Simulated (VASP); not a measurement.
# Cr (P6_3/mmc) in VASP: a series of runs

Runs on Cr. Level: PBE. Tasks: single point.

Program: VASP 6.6.1. These are calculated values, not measurements. Logs are shortened: lines on timing, memory, paths and dates and some standing lists are left out, and cuts for length are marked.

## (1) The cell of the first run

The structure is hexagonal, space group P6_3/mmc (No. 194). The conventional cell has a = 2.714 Å, b = 2.714 Å, c = 4.410 Å, α = 90.00°, β = 90.00°, γ = 120.00°. Within 3.6 Å of Cr (site symmetry -6m2) lie 12 Cr at 2.71 Å.

This isn't the form of Cr at room conditions, which is bcc.

## (2) Single point, PBE, collinear spin, ferromagnetic start

Contents of INCAR:

```
  PREC = Accurate
  ENCUT = 520
  EDIFF = 1E-6
  ISMEAR = 0
  SIGMA = 0.1
  LREAL = F
  LASPH = T
  NELM = 150
  ALGO = Normal
  ISIF = 2
  LWAVE = F
  LCHARG = F
  ISPIN = 2
  MAGMOM = 3 3
  LORBIT = 11
  LMAXMIX = 4
  GGA = PE
  NBANDS = 23
```

Contents of KPOINTS:

```
regular mesh
0
Gamma
  9 9 5
```

Contents of POSCAR:

```
Cr
1.0
    2.7140000000      0.0000000000      0.0000000000
   -1.3570000000      2.3503929459      0.0000000000
    0.0000000000      0.0000000000      4.4100000000
Cr
2
Direct
    0.6666666667      0.3333333333      0.7500000000
    0.3333333333      0.6666666667      0.2500000000
```

Potentials or basis: VASP PAW PBE potentials, release 64 (Cr_pv).

Run with:

```
> cat potpaw_PBE.64/Cr_pv/POTCAR > POTCAR
> mpirun -np 1 vasp_std > vasp.out
```

OUTCAR:

```text
PREC = Accurate
   ENCUT = 520
   EDIFF = 1E-6
   ISMEAR = 0
   LREAL = F
   LASPH = T
   NELM = 150
   ISIF = 2
   ISPIN = 2
   LORBIT = 11
   GGA = PE

 ion  position               nearest neighbor table
   1  0.667  0.333  0.750-   2 2.71   2 2.71   2 2.71   2 2.71   2 2.71   2 2.71
   2  0.333  0.667  0.250-   1 2.71   1 2.71   1 2.71   1 2.71   1 2.71   1 2.71

  LATTYP: Found a hexagonal cell.
 ALAT       =     2.7140000000
 C/A-ratio  =     1.6249078850

  Lattice vectors:

 A1 = (   2.7140000000,   0.0000000000,   0.0000000000)
 A2 = (  -1.3570000000,   2.3503929459,   0.0000000000)
 A3 = (   0.0000000000,   0.0000000000,   4.4100000000)

Analysis of symmetry for initial positions (statically):
=====================================================================
 Subroutine PRICEL returns:
 Original cell was already a primitive cell.

 Routine SETGRP: Setting up the symmetry group for a
 hexagonal supercell.

 Subroutine GETGRP returns: Found 24 space group operations
 (whereof 12 operations were pure point group operations)
 out of a pool of 24 trial point group operations.

The static configuration has the point symmetry D_3d.
 The point group associated with its full space group is D_6h.

Analysis of symmetry for dynamics (positions and initial velocities):
=====================================================================
 Subroutine PRICEL returns:
 Original cell was already a primitive cell.

 Routine SETGRP: Setting up the symmetry group for a
 hexagonal supercell.

 Subroutine GETGRP returns: Found 24 space group operations
 (whereof 12 operations were pure point group operations)
 out of a pool of 24 trial point group operations.

The dynamic configuration has the point symmetry D_3d.
 The point group associated with its full space group is D_6h.

Analysis of structural, dynamic, and magnetic symmetry:
=====================================================================
 Subroutine PRICEL returns:
 Original cell was already a primitive cell.

 Routine SETGRP: Setting up the symmetry group for a
 hexagonal supercell.

 Subroutine GETGRP returns: Found 24 space group operations
 (whereof 12 operations were pure point group operations)
 out of a pool of 24 trial point group operations.

The overall configuration has the point symmetry D_3d.
 The point group associated with its full space group is D_6h.

 Subroutine INISYM returns: Found 24 space group operations
 (whereof 12 operations are pure point group operations),
 and found     1 'primitive' translations

----------------------------------------------------------------------------------------

                                     Primitive cell

  volume of cell :      28.1312

  direct lattice vectors                    reciprocal lattice vectors
     2.714000000  0.000000000  0.000000000     0.368459838  0.212730387  0.000000000
    -1.357000000  2.350392946  0.000000000     0.000000000  0.425460773  0.000000000
     0.000000000  0.000000000  4.410000000     0.000000000  0.000000000  0.226757370

  length of vectors
     2.714000000  2.714000000  4.410000000     0.425460773  0.425460773  0.226757370

  position of ions in fractional coordinates (direct lattice)
     0.666666667  0.333333333  0.750000000
     0.333333333  0.666666667  0.250000000

  ion indices of the primitive-cell ions
   primitive index   ion index
                 1           1
                 2           2

----------------------------------------------------------------------------------------

 KPOINTS: regular mesh

Automatic generation of k-mesh.
 Grid dimensions read from file:
 generate k-points for:    9    9    5

 Generating k-lattice:

  Cartesian coordinates                     Fractional coordinates (reciprocal lattice)
     0.040939982  0.023636710  0.000000000     0.111111111  0.000000000  0.000000000
     0.000000000  0.047273419  0.000000000     0.000000000  0.111111111  0.000000000
     0.000000000  0.000000000  0.045351474     0.000000000  0.000000000  0.200000000

  Length of vectors
     0.047273419  0.047273419  0.045351474

  Shift w.r.t. Gamma in fractional coordinates (k-lattice)
     0.000000000  0.000000000  0.000000000

 Subroutine IBZKPT returns following result:
 ===========================================

 Found     36 irreducible k-points:

 Following reciprocal coordinates:
            Coordinates               Weight
  0.000000  0.000000  0.000000      1.000000
  0.111111 -0.000000  0.000000      6.000000
  0.222222 -0.000000  0.000000      6.000000
  0.333333 -0.000000  0.000000      6.000000
  0.444444 -0.000000  0.000000      6.000000
  0.111111  0.111111  0.000000      6.000000
[... 16 lines left out ...]
  0.333333  0.222222  0.200000     24.000000
  0.333333  0.333333  0.200000      4.000000
 [... further k-points ...]
   k-points           NKPTS =     36   k-points in BZ     NKDIM =     36   number of bands    NBANDS=     23
   number of dos      NEDOS =    301   number of ions     NIONS =      2
   total plane-waves  NPLWV =  14400
   dimension x,y,z NGX =    20 NGY =   20 NGZ =   36
   dimension x,y,z NGXF=    40 NGYF=   40 NGZF=   72
   ions per type =               2
   NGX,Y,Z   is equivalent  to a cutoff of  12.25, 12.25, 13.57 a.u.
   NGXF,Y,Z  is equivalent  to a cutoff of  24.50, 24.50, 27.14 a.u.
 SYSTEM =  unknown system
   PREC   = accura    normal or accurate (medium, high low for compatibility)
   ISTART =      0    job   : 0-new  1-cont  2-samecut
   ICHARG =      2    charge: 1-file 2-atom 10-const
   ISPIN  =      2    spin polarized calculation?
   LNONCOLLINEAR =      F non collinear calculations
   LSORBIT =      F    spin-orbit coupling
   LASPH  =      T    aspherical Exc in radial PAW
   ENCUT  =  520.0 eV  38.22 Ry    6.18 a.u.   5.05  5.05  8.20*2*pi/ulx,y,z
   NELM   =    150;   NELMIN=  2; NELMDL= -5     # of ELM steps
   EDIFF  = 0.1E-05   stopping-criterion for ELM
   LREAL  =      F    real-space projection
   EDIFFG = 0.1E-04   stopping-criterion for IOM
   NSW    =      0    number of steps for IOM
   IBRION =     -1    ionic relax: 0-MD 1-quasi-New 2-CG
   NFREE  =      0    steps in history (QN), initial steepest desc. (CG)
   ISIF   =      2    stress and relaxation
   ISYM   =      2    0-nonsym 1-usesym 2-fastsym
   POTIM  = 0.5000    time-step for ionic-motion
   TEBEG  =    0.0;   TEEND  =   0.0 temperature during run
   PSTRESS=    0.0 pullay stress
   NELECT =      24.0000    total number of electrons
   NUPDOWN=      -1.0000    fix difference up-down
   EMIN   =  10.00;   EMAX   =-10.00  energy-range for DOS
   EFERMI =   0.00;   METHOD = LEGACY
   ISMEAR =     0;   SIGMA  =   0.10  broadening in eV -4-tet -1-fermi 0-gaus
   EFERMI_NEDOS =   21; number of points for ismear=-14 and -15
   IALGO  =     38    algorithm
   IMIX   =      4    mixing-type and parameters
     AMIX     =   0.40;   BMIX     =  1.00
     AMIX_MAG =   1.60;   BMIX_MAG =  1.00
  volume/ion in A,a.u.               =      14.07        94.92
  Fermi-wavevector in a.u.,A,eV,Ry     =   1.552681  2.934142 32.801180  2.410819
  Thomas-Fermi vector in A             =   2.657021
   LORBIT       =     11    0 simple, 1 ext, 2 COOP (PROOUT), +10 PAW based schemes
   GGA     = PE    functional components
   LHFCALC =     F    Hartree Fock is set to
   AEXX    =    0.0000 exact exchange contribution
   IVDW    =     0    specifies the selected vdW correction
   LEPSILON=     F    determine dielectric tensor
   LRPA    =     F    only Hartree local field effects (RPA)
 spin polarized calculation
 Gauss-broadening in eV      SIGMA  =   0.10
  energy-cutoff  :      520.00
  volume of cell :       28.13
 maximum number of plane-waves:       770
   NGX = 11   NGY = 11   NGZ = 17

 number of electron      24.0000005 magnetization       1.7986812

 Free energy of the ion-electron system (eV)
  ---------------------------------------------------
  ext. energy  EPLUGINS =         0.00000000
  ---------------------------------------------------
  free energy    TOTEN  =       -17.71330986 eV

  energy without entropy =      -17.69096603  energy(sigma->0) =      -17.70213795

 E-fermi :   8.2721     XC(G=0): -12.5437

 val. band max:        8.2708147868   @ k =   0.1111  -0.0000   0.0000
 cond. band min:       8.2733531837   @ k =   0.1111  -0.0000   0.2000
 fundamental gap:      0.0025383969
 Fermi energy:         8.2721114113

 spin component 1

 k-point     1 :       0.0000    0.0000    0.0000
  band No.  band energies     occupation
      1     -35.1681      1.00000
      2     -34.8408      1.00000
      3     -34.8408      1.00000
      4     -34.7748      1.00000
      5     -34.7748      1.00000
      6     -34.6848      1.00000
[... 15 lines left out ...]
     22      26.1844      0.00000
     23      28.7950      0.00000
[... 575 lines left out ...]
      1     -35.1142      1.00000
      2     -35.0873      1.00000
      3     -35.0873      1.00000
      4     -34.9971      1.00000
      5     -34.8397      1.00000
      6     -34.8397      1.00000
[... 15 lines left out ...]
     22      18.4689      0.00000
     23      19.2515      0.00000

 [... further k-points ...]

 spin component 2

 k-point     1 :       0.0000    0.0000    0.0000
  band No.  band energies     occupation
      1     -34.3916      1.00000
      2     -33.9647      1.00000
      3     -33.9647      1.00000
      4     -33.8977      1.00000
      5     -33.8976      1.00000
      6     -33.8976      1.00000
[... 15 lines left out ...]
     22      26.3002      0.00000
     23      28.9871      0.00000
[... 575 lines left out ...]
      1     -34.2444      1.00000
      2     -34.2341      1.00000
      3     -34.2341      1.00000
      4     -34.1243      1.00000
      5     -34.0397      1.00000
      6     -34.0397      1.00000
[... 15 lines left out ...]
     22      18.9788      0.00000
     23      19.7486      0.00000

 [... further k-points ...]

------------------------ aborting loop because EDIFF is reached ----------------------------------------

  FORCE on cell =-STRESS in cart. coord.  units (eV):
  Direction    XX          YY          ZZ          XY          YZ          ZX
  --------------------------------------------------------------------------------------
  -------------------------------------------------------------------------------------
  Total       -4.7044436     -4.7044436     -3.9203602      0.0000000     -0.0000000     -0.0000000
  in kB     -267.9353022   -267.9353022   -223.2788786      0.0000000     -0.0000000     -0.0000000
  external PRESSURE =    -253.0498277 kB  Pullay stress =       0.0000000 kB

 VOLUME and BASIS-vectors are now :
 -----------------------------------------------------------------------------
  energy-cutoff  :      520.00
  volume of cell :       28.13
      direct lattice vectors                 reciprocal lattice vectors
     2.714000000  0.000000000  0.000000000     0.368459838  0.212730387  0.000000000
    -1.357000000  2.350392946  0.000000000     0.000000000  0.425460773  0.000000000
     0.000000000  0.000000000  4.410000000     0.000000000  0.000000000  0.226757370

 POSITION                                       TOTAL-FORCE (eV/Angst)
 -----------------------------------------------------------------------------------
      1.35700      0.78346      3.30750        -0.000000     -0.000000      0.000000
     -0.00000      1.56693      1.10250         0.000000      0.000000      0.000000
 -----------------------------------------------------------------------------------
    total drift:                               -0.000000      0.000000     -0.000000

  FREE ENERGIE OF THE ION-ELECTRON SYSTEM (eV)
  ---------------------------------------------------
  free  energy   TOTEN  =       -17.7133098617 eV

  energy  without entropy=      -17.6909660336  energy(sigma->0) =      -17.70213795

 total charge

# of ion       s       p       d       tot
------------------------------------------
    1        0.383   6.280   4.053  10.715
    2        0.383   6.280   4.053  10.715
--------------------------------------------------
tot          0.765  12.560   8.106  21.431

 magnetization (x)

# of ion       s       p       d       tot
------------------------------------------
    1        0.003   0.020   0.817   0.840
    2        0.003   0.020   0.817   0.840
--------------------------------------------------
tot          0.005   0.040   1.635   1.680
```

Wall time 62 s (1 thread of AMD EPYC 7R13, shared host); peak memory 0.14 GiB.

Results:

```yaml
Free_energy: -17.7133 eV
Pressure: -25.3 GPa
Net_moment: 1.80 μB per cell
Site_moments: Cr +0.84 μB
Valence_electrons_inside_the_program's_atomic_spheres: Cr 10.71
```

Levels at points of the mesh, in eV from the Fermi level:
Spin up:
```csv
k point,band 9,band 10,band 11,band 12,band 13,band 14,band 15,band 16,band 17,band 18
"(0.00, 0.00, 0.00)",-0.67,-0.67,-0.60,-0.30,-0.30,0.14,0.14,0.43,1.37,1.37
```
Spin down:
```csv
k point,band 9,band 10,band 11,band 12,band 13,band 14
"(0.00, 0.00, 0.00)",0.00,0.10,0.10,0.49,0.49,0.68
```

Caveat: the cell stands under tension; an empty level that is flat over the whole mesh can mark a ghost state of the potentials, or a narrow d or f band.

## (3) Single point, PBE, collinear spin, ferromagnetic start

Contents of INCAR:

```
SYSTEM = Cr
ALGO = Normal
EDIFF = 1E-7
ENCUT = 520
GGA = PE
ISIF = 2
ISMEAR = 0
ISPIN = 2
LASPH = .TRUE.
LCHARG = .FALSE.
LMAXMIX = 4
LORBIT = 11
LREAL = .FALSE.
LWAVE = .FALSE.
MAGMOM = 3 3
NBANDS = 23
NELM = 150
PREC = Accurate
SIGMA = 0.1
```

Contents of KPOINTS:

```
k-points
0
G
  9 9 5
  0 0 0
```

POSCAR is that of step 2.

Potentials or basis: VASP PAW PBE potentials, release 64 (Cr_pv).

Run with:

```
> cat potpaw_PBE.64/Cr_pv/POTCAR > POTCAR
> mpirun -np 1 vasp_std > vasp.out
```

It took 79 s on 1 thread of AMD EPYC 7R13, shared host; peak memory 0.14 GiB.

The run converged. Its results:

```
Free energy                                           : -17.7133 eV
Pressure                                              : -25.3 GPa
Net moment                                            : 1.80 μB per cell
Site moments                                          : Cr +0.84 μB
Valence electrons inside the program's atomic spheres : Cr 10.71
```

Stress tensor (GPa, compression positive):
```
-26.79   0.00   0.00
  0.00 -26.79   0.00
  0.00   0.00 -22.33
```

Levels at points of the mesh, in eV from the Fermi level:
Spin up:
```
           k point  band 10  band 11  band 12  band 13  band 14  band 15  band 16  band 17
(0.00, 0.00, 0.00)    -0.67    -0.60    -0.30    -0.30     0.14     0.14     0.43     1.37
```
Spin down:
```csv
k point,band 7,band 8,band 9,band 10,band 11,band 12,band 13,band 14,band 15,band 16
"(0.00, 0.00, 0.00)",-6.81,-3.08,0.00,0.10,0.10,0.49,0.49,0.68,1.00,1.00
```

Caveat: the cell stands under tension; an empty level that is flat over the whole mesh can mark a ghost state of the potentials, or a narrow d or f band.
